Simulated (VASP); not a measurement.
# ErC3 (C2/m) in VASP: single point with PBE

Aim: the single point of ErC3 with PBE.

All numbers are computed with VASP 6.6.1; they aren't measurements. Logs are shortened: lines on timing, memory, paths and dates and some standing lists are left out, and cuts for length are marked.

## Step 1: The cell of the first run

It takes space group C2/m (No. 12, monoclinic). The conventional cell has a = 6.374 Å, b = 4.005 Å, c = 4.931 Å, α = 90.00°, β = 130.24°, γ = 90.00°. Er (site symmetry 2/m) has 14 C at 2.47 to 3.18 Å within 3.3 Å. C (site symmetry 2) has 2 C at 1.33 to 1.34 Å within 1.8 Å. C (site symmetry 2/m) has 2 C at 1.33 Å within 1.8 Å.

The cell was built from a structure type or drawn by symmetry, and may not be a known phase.

## Step 2: Single point, PBE

INCAR

```
SYSTEM = ErC3
PREC = Accurate ; ENCUT = 600
EDIFF = 1E-6 ; ISMEAR = 0
SIGMA = 0.2 ; LREAL = .FALSE.
LASPH = .TRUE. ; NELM = 200
ALGO = Normal ; ISIF = 2
LWAVE = .FALSE. ; LCHARG = .FALSE.
GGA = PE ; NBANDS = 18
GGA_COMPAT = .FALSE. ; LMAXMIX = 6
```

KPOINTS

```
regular mesh
0
G
  5 5 5
  0 0 0
```

POSCAR

```
ErC3
1.0
    3.0744530383     -2.0024992017     -0.8387474900
    3.0744530383      2.0024992017     -0.8387474900
   -2.0848159191      0.0000000000      4.4704529008
Er C
1 3
Direct
    0.5000000000      0.5000000000      0.5000000000
    0.3324004929      0.6675995071      0.0000000000
    0.6675995071      0.3324004929      0.0000000000
    0.0000000000      0.0000000000      0.0000000000
```

Potentials or basis: VASP PAW PBE potentials, release 64 (Er_3, C), 4f in core.

On the command line:

```console
cat potpaw_PBE.64/Er_3/POTCAR potpaw_PBE.64/C/POTCAR > POTCAR
mpirun -np 1 vasp_std > vasp.out
```

OUTCAR:

```text
SYSTEM = ErC3
   PREC = Accurate
   ENCUT = 600
   EDIFF = 1E-6
   ISMEAR = 0
   LREAL = .FALSE.
   LASPH = .TRUE.
   NELM = 200
   ISIF = 2
   GGA = PE

 ion  position               nearest neighbor table
   1  0.500  0.500  0.500-   4 2.47   4 2.47   2 2.56   2 2.56   3 2.56   3 2.56   2 2.80   2 2.80
                             3 2.80   3 2.80
   2  0.332  0.668  0.000-   4 1.33   3 1.34   1 2.56   1 2.56   1 2.80   1 2.80
   3  0.668  0.332  0.000-   4 1.33   2 1.34   1 2.56   1 2.56   1 2.80   1 2.80
   4  0.000  0.000  0.000-   2 1.33   3 1.33   1 2.47   1 2.47

  Warning from LATTYP: Got some problem with cell dimensions!
  Tried to take original basis but could not verify dimensions!
  LATTYP: Found a base centered monoclinic cell.
 ALAT       =     6.3736202700
 B/A-ratio  =     0.6283710409
 C/A-ratio  =     0.7737003009
 COS(beta)  =    -0.6460229225

  Lattice vectors:

 A1 = (  -3.0744530383,   2.0024992017,   0.8387474900)
 A2 = (  -3.0744530383,  -2.0024992017,   0.8387474900)
 A3 = (   4.0640901575,   0.0000000000,   2.7929579208)

Analysis of symmetry for initial positions (statically):
=====================================================================
 Subroutine PRICEL returns:
 Original cell was already a primitive cell.

 Routine SETGRP: Setting up the symmetry group for a
 base centered monoclinic supercell.

 Subroutine GETGRP returns: Found  4 space group operations
 (whereof  4 operations were pure point group operations)
 out of a pool of  4 trial point group operations.

The static configuration has the point symmetry C_2h.

Analysis of symmetry for dynamics (positions and initial velocities):
=====================================================================
 Subroutine PRICEL returns:
 Original cell was already a primitive cell.

 Routine SETGRP: Setting up the symmetry group for a
 base centered monoclinic supercell.

 Subroutine GETGRP returns: Found  4 space group operations
 (whereof  4 operations were pure point group operations)
 out of a pool of  4 trial point group operations.

The dynamic configuration has the point symmetry C_2h.

 Subroutine INISYM returns: Found  4 space group operations
 (whereof  4 operations are pure point group operations),
 and found     1 'primitive' translations

----------------------------------------------------------------------------------------

                                     Primitive cell

  volume of cell :      48.0422

[... 93 lines left out ...]
   LREAL  =      F    real-space projection
   EDIFFG = 0.1E-04   stopping-criterion for IOM
   NSW    =      0    number of steps for IOM
   IBRION =     -1    ionic relax: 0-MD 1-quasi-New 2-CG
   NFREE  =      0    steps in history (QN), initial steepest desc. (CG)
   ISIF   =      2    stress and relaxation
   ISYM   =      2    0-nonsym 1-usesym 2-fastsym
   POTIM  = 0.5000    time-step for ionic-motion
   TEBEG  =    0.0;   TEEND  =   0.0 temperature during run
   PSTRESS=    0.0 pullay stress
   NELECT =      21.0000    total number of electrons
   NUPDOWN=      -1.0000    fix difference up-down
   EMIN   =  10.00;   EMAX   =-10.00  energy-range for DOS
   EFERMI =   0.00;   METHOD = LEGACY
   ISMEAR =     0;   SIGMA  =   0.20  broadening in eV -4-tet -1-fermi 0-gaus
   EFERMI_NEDOS =   21; number of points for ismear=-14 and -15
   IALGO  =     38    algorithm
   IMIX   =      4    mixing-type and parameters
     AMIX     =   0.40;   BMIX     =  1.00
     AMIX_MAG =   1.60;   BMIX_MAG =  1.00
  volume/ion in A,a.u.               =      12.01        81.05
  Fermi-wavevector in a.u.,A,eV,Ry     =   1.242435  2.347861 21.002554  1.543644
  Thomas-Fermi vector in A             =   2.376789
   LORBIT       =      0    0 simple, 1 ext, 2 COOP (PROOUT), +10 PAW based schemes
   GGA     = PE    functional components
   LHFCALC =     F    Hartree Fock is set to
   AEXX    =    0.0000 exact exchange contribution
   IVDW    =     0    specifies the selected vdW correction
   LEPSILON=     F    determine dielectric tensor
   LRPA    =     F    only Hartree local field effects (RPA)
 non-spin polarized calculation
 Gauss-broadening in eV      SIGMA  =   0.20
  energy-cutoff  :      600.00
  volume of cell :       48.04
 maximum number of plane-waves:      1620
 NGX is ok and might be reduce to    30
   NGX = 15   NGY = 15   NGZ = 19

 number of electron      21.0000000 magnetization

 Free energy of the ion-electron system (eV)
  ---------------------------------------------------
  ext. energy  EPLUGINS =         0.00000000
  ---------------------------------------------------
  free energy    TOTEN  =       -30.28772815 eV

  energy without entropy =      -30.26443835  energy(sigma->0) =      -30.27608325

 E-fermi :   6.4376     XC(G=0): -11.0035

 val. band max:        6.3891220077   @ k =   0.2000   0.0000   0.2000
 cond. band min:       6.4755106030   @ k =   0.0000   0.0000   0.0000
 fundamental gap:      0.0863885953
 Fermi energy:         6.4376346765

 k-point     1 :       0.0000    0.0000    0.0000
  band No.  band energies     occupation
      1     -19.3922      2.00000
      2     -19.3181      2.00000
      3     -19.1612      2.00000
      4     -12.5622      2.00000
      5      -7.0831      2.00000
      6      -7.0036      2.00000
[... 481 lines left out ...]
      5      -7.1321      2.00000
      6      -7.0723      2.00000
[... 10 lines left out ...]
     17      11.7341      0.00000
     18      11.9111      0.00000

 [... further k-points ...]

------------------------ aborting loop because EDIFF is reached ----------------------------------------

  FORCE on cell =-STRESS in cart. coord.  units (eV):
  Direction    XX          YY          ZZ          XY          YZ          ZX
  --------------------------------------------------------------------------------------
  -------------------------------------------------------------------------------------
  Total        0.1141582     -0.0647301      0.0994292      0.0000000      0.0000000     -0.0244307
  in kB        3.8071044     -2.1587080      3.3158999      0.0000000      0.0000000     -0.8147478
  external PRESSURE =       1.6547655 kB  Pullay stress =       0.0000000 kB

 VOLUME and BASIS-vectors are now :
 -----------------------------------------------------------------------------
  energy-cutoff  :      600.00
  volume of cell :       48.04
      direct lattice vectors                 reciprocal lattice vectors
     3.074453038 -2.002499202 -0.838747490     0.186337763 -0.249687990  0.086899458
     3.074453038  2.002499202 -0.838747490     0.186337763  0.249687990  0.086899458
    -2.084815919  0.000000000  4.470452901     0.069921475  0.000000000  0.256299178

 POSITION                                       TOTAL-FORCE (eV/Angst)
 -----------------------------------------------------------------------------------
      2.03205      0.00000      1.39648         0.000000     -0.000000      0.000000
      3.07445      0.67124     -0.83875        -0.000000      0.049517     -0.000000
      3.07445     -0.67124     -0.83875         0.000000     -0.049517      0.000000
      0.00000      0.00000      0.00000         0.000000     -0.000000      0.000000
 -----------------------------------------------------------------------------------
    total drift:                               -0.000000     -0.000000      0.000000

  FREE ENERGIE OF THE ION-ELECTRON SYSTEM (eV)
  ---------------------------------------------------
  free  energy   TOTEN  =       -30.2877281457 eV

  energy  without entropy=      -30.2644383466  energy(sigma->0) =      -30.27608325
```

stdout:

```text
POSCAR found type information on POSCAR ErC
 POSCAR found :  2 types and       4 ions
 scaLAPACK will be used
 LDA part: xc-table for (Slater+PW92), standard interpolation
 POSCAR, INCAR and KPOINTS ok, starting setup
 FFT: planning ... GRIDC
 FFT: planning ... GRID_SOFT
 FFT: planning ... GRID
 WAVECAR not read
 entering main loop
```

Run time: 29 s. Hardware: 1 thread of AMD EPYC 9R45 (Zen 5), shared host; peak memory 0.17 GiB.

What came out:

- Free energy: -30.2877 eV
- Pressure: 0.2 GPa
- Largest force: 0.050 eV/Å
- Band gap on the k mesh: zero (an odd number of electrons rules out a gap without spin polarisation)

Forces on the atoms (eV/Å):
```
Er   0.000  0.000  0.000
C    0.000  0.050  0.000
C    0.000 -0.050  0.000
C    0.000  0.000  0.000
```

Levels at points of the mesh, in eV from the Fermi level:
| k point | band 7 | band 8 | band 9 | band 10 | band 11 | band 12 | band 13 | band 14 |
| --- | --- | --- | --- | --- | --- | --- | --- | --- |
| (0.00, 0.00, 0.00) | -7.44 | -6.54 | -2.44 | -2.24 | -2.13 | -0.25 | 0.04 | 0.23 |

Caveat: the k points lie up to 0.41 Å⁻¹ apart, too coarse for converged energies and pressures of a metal; spin-orbit coupling is left out, which moves the levels of the heavy elements; the 4f electrons are frozen in the core, so they carry no moment and show no levels.
